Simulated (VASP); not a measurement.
# Ni (Fm-3m) in VASP: a series of runs, part 2 of 2

VASP 6.6.1. Earlier steps stand in the parts before.

## Step 4: Single point, LDA

Contents of INCAR:

```
SYSTEM = Ni
ALGO     = Normal         ! electronic algorithm
EDIFF    = 1E-6           ! SCF threshold, eV
ENCUT    = 600            ! plane-wave cutoff, eV
GGA_COMPAT= .FALSE.      
ISIF     = 2              ! what is computed and relaxed
ISMEAR   = 1              ! smearing method
LASPH    = .TRUE.         ! aspherical terms in the spheres
LCHARG   = .FALSE.        ! write CHGCAR
LREAL    = .FALSE.        ! projectors in reciprocal space
LWAVE    = .FALSE.        ! write WAVECAR
NBANDS   = 11             ! bands
NELM     = 120            ! most SCF steps
PREC     = Accurate       ! precision mode
SIGMA    = 0.6            ! smearing width, eV
```

Contents of KPOINTS:

```
k-points
0
G
  16 16 16
  0 0 0
```

Contents of POSCAR:

```
Ni
1.0
    0.0000000000      1.7104399105      1.7104399105
    1.7104399105      0.0000000000      1.7104399105
    1.7104399105      1.7104399105      0.0000000000
Ni
1
Direct
    0.0000000000      0.0000000000      0.0000000000
```

Potentials or basis: VASP PAW LDA potentials, release 64 (Ni).

Launch:

```console
$ cat potpaw_LDA.64/Ni/POTCAR > POTCAR
$ mpirun -np 1 vasp_std > vasp.out
```

OUTCAR:

```text
SYSTEM = Ni
   EDIFF = 1E-6
   ENCUT = 600
   ISIF = 2
   ISMEAR = 1
   LASPH = .TRUE.
   LREAL = .FALSE.
   NELM = 120
   PREC = Accurate

 ion  position               nearest neighbor table
   1  0.000  0.000  0.000-

  LATTYP: Found a face centered cubic cell.
 ALAT       =     3.4208798210

  Lattice vectors:

 A1 = (   0.0000000000,   1.7104399105,   1.7104399105)
 A2 = (   1.7104399105,   0.0000000000,   1.7104399105)
 A3 = (   1.7104399105,   1.7104399105,   0.0000000000)

Analysis of symmetry for initial positions (statically):
=====================================================================
 Subroutine PRICEL returns:
 Original cell was already a primitive cell.

 Routine SETGRP: Setting up the symmetry group for a
 face centered cubic supercell.

 Subroutine GETGRP returns: Found 48 space group operations
 (whereof 48 operations were pure point group operations)
 out of a pool of 48 trial point group operations.

The static configuration has the point symmetry O_h .

Analysis of symmetry for dynamics (positions and initial velocities):
=====================================================================
 Subroutine PRICEL returns:
 Original cell was already a primitive cell.

 Routine SETGRP: Setting up the symmetry group for a
 face centered cubic supercell.

 Subroutine GETGRP returns: Found 48 space group operations
 (whereof 48 operations were pure point group operations)
 out of a pool of 48 trial point group operations.

The dynamic configuration has the point symmetry O_h .

 Subroutine INISYM returns: Found 48 space group operations
 (whereof 48 operations are pure point group operations),
 and found     1 'primitive' translations

----------------------------------------------------------------------------------------

                                     Primitive cell

  volume of cell :      10.0081

  direct lattice vectors                    reciprocal lattice vectors
     0.000000000  1.710439911  1.710439911    -0.292322459  0.292322459  0.292322459
[... 106 lines left out ...]
  Fermi-wavevector in a.u.,A,eV,Ry     =   1.636655  3.092829 36.445082  2.678638
  Thomas-Fermi vector in A             =   2.727925
   LORBIT       =      0    0 simple, 1 ext, 2 COOP (PROOUT), +10 PAW based schemes
   GGA     = CA    functional components
   LHFCALC =     F    Hartree Fock is set to
   AEXX    =    0.0000 exact exchange contribution
   IVDW    =     0    specifies the selected vdW correction
   LEPSILON=     F    determine dielectric tensor
   LRPA    =     F    only Hartree local field effects (RPA)
 non-spin polarized calculation
 Methfessel and Paxton  Order N= 1 SIGMA  =   0.60
  energy-cutoff  :      600.00
  volume of cell :       10.01
 maximum number of plane-waves:       343
   NGX =  9   NGY =  9   NGZ =  9

 number of electron      10.0000000 magnetization

 number of electron       9.9999994 magnetization

 Free energy of the ion-electron system (eV)
  ---------------------------------------------------
  ext. energy  EPLUGINS =         0.00000000
  ---------------------------------------------------
  free energy    TOTEN  =        -6.57658869 eV

  energy without entropy =       -6.52478684  energy(sigma->0) =       -6.55932141

 E-fermi :  10.1651     XC(G=0): -14.1147

 val. band max:       10.1620409238   @ k =   0.3750   0.3125   0.0000
 cond. band min:      10.1755905719   @ k =   0.5000   0.2500   0.0000
 fundamental gap:      0.0135496482
 Fermi energy:        10.1651241934

 k-point     1 :       0.0000    0.0000    0.0000
  band No.  band energies     occupation
      1       0.7144      2.00000
      2       8.0082      2.00000
      3       8.0082      2.00000
      4       8.0082      2.00000
      5       9.2848      2.05818
      6       9.2848      2.05818
      7      34.7418      0.00000
      8      39.1948      0.00000
      9      39.1948      0.00000
     10      39.1948      0.00000
     11      42.5331      0.00000
[... 309 lines left out ...]
 k-point    24 :      -0.0625    0.0625    0.0000
  band No.  band energies     occupation
      1       1.1454      2.00000
      2       7.8736      2.00000
      3       8.1049      2.00001
      4       8.1243      2.00002
      5       9.1848      2.04302
      6       9.3022      2.06059
      7      33.6004      0.00000
      8      35.5539      0.00000
      9      37.8390      0.00000
     10      39.8054      0.00000
     11      42.5956      0.00000

 [... further k-points ...]
[... 5 lines left out ...]
  --------------------------------------------------------------------------------------
  -------------------------------------------------------------------------------------
  Total       -0.0328827     -0.0328827     -0.0328827      0.0000000     -0.0000000     -0.0000000
  in kB       -5.2641008     -5.2641008     -5.2641008      0.0000000     -0.0000000     -0.0000000
  external PRESSURE =      -5.2641008 kB  Pullay stress =       0.0000000 kB

 VOLUME and BASIS-vectors are now :
 -----------------------------------------------------------------------------
  energy-cutoff  :      600.00
  volume of cell :       10.01
      direct lattice vectors                 reciprocal lattice vectors
     0.000000000  1.710439911  1.710439911    -0.292322459  0.292322459  0.292322459
     1.710439911  0.000000000  1.710439911     0.292322459 -0.292322459  0.292322459
     1.710439911  1.710439911  0.000000000     0.292322459  0.292322459 -0.292322459

 POSITION                                       TOTAL-FORCE (eV/Angst)
 -----------------------------------------------------------------------------------
      0.00000      0.00000      0.00000        -0.000000      0.000000      0.000000
 -----------------------------------------------------------------------------------
    total drift:                                0.000000      0.000000      0.000000

  FREE ENERGIE OF THE ION-ELECTRON SYSTEM (eV)
  ---------------------------------------------------
  free  energy   TOTEN  =        -6.5765886929 eV

  energy  without entropy=       -6.5247868404  energy(sigma->0) =       -6.55932141
```

stdout:

```text
POSCAR found type information on POSCAR Ni
 POSCAR found :  1 types and       1 ions
 scaLAPACK will be used
 LDA part: xc-table for (Slater(with rela. corr.)+CA(PZ))
 , standard interpolation
 POSCAR, INCAR and KPOINTS ok, starting setup
 FFT: planning ... GRIDC
 FFT: planning ... GRID_SOFT
 FFT: planning ... GRID
 WAVECAR not read
 entering main loop
```

Wall time 14 s (1 thread of Intel Xeon 6975P-C, shared host); peak memory 0.13 GiB.

What came out:

```yaml
Free_energy: -6.5766 eV
Pressure: -0.5 GPa
Band_gap_on_the_k_mesh: zero (band 5 reaches 10.32 eV, above the bottom of band 6 at 9.23 eV)
```

Caveat: the run has no spin polarisation, though such a crystal can be magnetic.

## Step 5: Single point, LDA

Contents of INCAR:

```
SYSTEM = Ni
PREC     = Accurate       ! precision mode
ENCUT    = 600            ! plane-wave cutoff, eV
EDIFF    = 1E-6           ! SCF threshold, eV
ISMEAR   = 1              ! smearing method
SIGMA    = 1.0            ! smearing width, eV
LREAL    = .False.        ! projectors in reciprocal space
LASPH    = .True.         ! aspherical terms in the spheres
NELM     = 120            ! most SCF steps
ALGO     = Normal         ! electronic algorithm
ISIF     = 2              ! what is computed and relaxed
LWAVE    = .False.        ! write WAVECAR
LCHARG   = .False.        ! write CHGCAR
GGA      = CA             ! functional
NBANDS   = 11             ! bands
GGA_COMPAT= .False.
```

Contents of KPOINTS:

```
regular mesh
0
Gamma
  16 16 16
  0 0 0
```

POSCAR is that of step 4.

Potentials or basis: VASP PAW LDA potentials, release 64 (Ni).

Launch:

```console
$ cat potpaw_LDA.64/Ni/POTCAR > POTCAR
$ mpirun -np 1 vasp_std > vasp.out
```

OUTCAR:

```text
SYSTEM = Ni
   PREC = Accurate
   ENCUT = 600
   EDIFF = 1E-6
   ISMEAR = 1
   LREAL = .False.
   LASPH = .True.
   NELM = 120
   ISIF = 2
   GGA = CA

 ion  position               nearest neighbor table
   1  0.000  0.000  0.000-

  LATTYP: Found a face centered cubic cell.
 ALAT       =     3.4208798210

  Lattice vectors:

 A1 = (   0.0000000000,   1.7104399105,   1.7104399105)
 A2 = (   1.7104399105,   0.0000000000,   1.7104399105)
 A3 = (   1.7104399105,   1.7104399105,   0.0000000000)

[... 515 lines left out ...]
     11      42.5949      0.00000

 [... further k-points ...]

------------------------ aborting loop because EDIFF is reached ----------------------------------------

  FORCE on cell =-STRESS in cart. coord.  units (eV):
  Direction    XX          YY          ZZ          XY          YZ          ZX
  --------------------------------------------------------------------------------------
  -------------------------------------------------------------------------------------
  Total       -0.0477839     -0.0477839     -0.0477839      0.0000000      0.0000000      0.0000000
  in kB       -7.6495984     -7.6495984     -7.6495984      0.0000000      0.0000000      0.0000000
  external PRESSURE =      -7.6495984 kB  Pullay stress =       0.0000000 kB

 VOLUME and BASIS-vectors are now :
 -----------------------------------------------------------------------------
  energy-cutoff  :      600.00
  volume of cell :       10.01
      direct lattice vectors                 reciprocal lattice vectors
     0.000000000  1.710439911  1.710439911    -0.292322459  0.292322459  0.292322459
     1.710439911  0.000000000  1.710439911     0.292322459 -0.292322459  0.292322459
     1.710439911  1.710439911  0.000000000     0.292322459  0.292322459 -0.292322459

 POSITION                                       TOTAL-FORCE (eV/Angst)
 -----------------------------------------------------------------------------------
      0.00000      0.00000      0.00000         0.000000      0.000000      0.000000
 -----------------------------------------------------------------------------------
    total drift:                                0.000000     -0.000000     -0.000000

  FREE ENERGIE OF THE ION-ELECTRON SYSTEM (eV)
  ---------------------------------------------------
  free  energy   TOTEN  =        -6.6089791367 eV

  energy  without entropy=       -6.5344249323  energy(sigma->0) =       -6.58412774
```

stdout:

```text
POSCAR found type information on POSCAR Ni
 POSCAR found :  1 types and       1 ions
 scaLAPACK will be used
 LDA part: xc-table for (Slater(with rela. corr.)+CA(PZ))
 , standard interpolation
 POSCAR, INCAR and KPOINTS ok, starting setup
 FFT: planning ... GRIDC
 FFT: planning ... GRID_SOFT
 FFT: planning ... GRID
 WAVECAR not read
 entering main loop
```

Run time: 13 s. Hardware: 1 thread of Intel Xeon 6975P-C, shared host; peak memory 0.13 GiB.

What came out:

- Free energy: -6.6090 eV
- Pressure: -0.8 GPa
- Band gap on the k mesh: zero (band 5 reaches 10.31 eV, above the bottom of band 6 at 9.22 eV)

Caveat: the run has no spin polarisation, though such a crystal can be magnetic.

## Step 6: The runs side by side

| smearing | gap on the mesh (eV) | pressure (GPa) |
| --- | --- | --- |
| methfessel-paxton 0.1 eV | none | -0.8 |
| methfessel-paxton 0.2 eV | none | -0.7 |
| methfessel-paxton 0.6 eV | none | -0.5 |
| methfessel-paxton 1 eV | none | -0.8 |

Alike in all rows: task single point; level LDA; potentials or basis VASP PAW LDA potentials, release 64 (Ni); no spin polarisation; cell as given; k mesh 16 × 16 × 16; cutoff (eV) 600.

Every run on the cell as given and a fine mesh finds a metal.

Caveats: the run has no spin polarisation, though such a crystal can be magnetic.

Absolute energies hang on the potentials; compare differences alone.
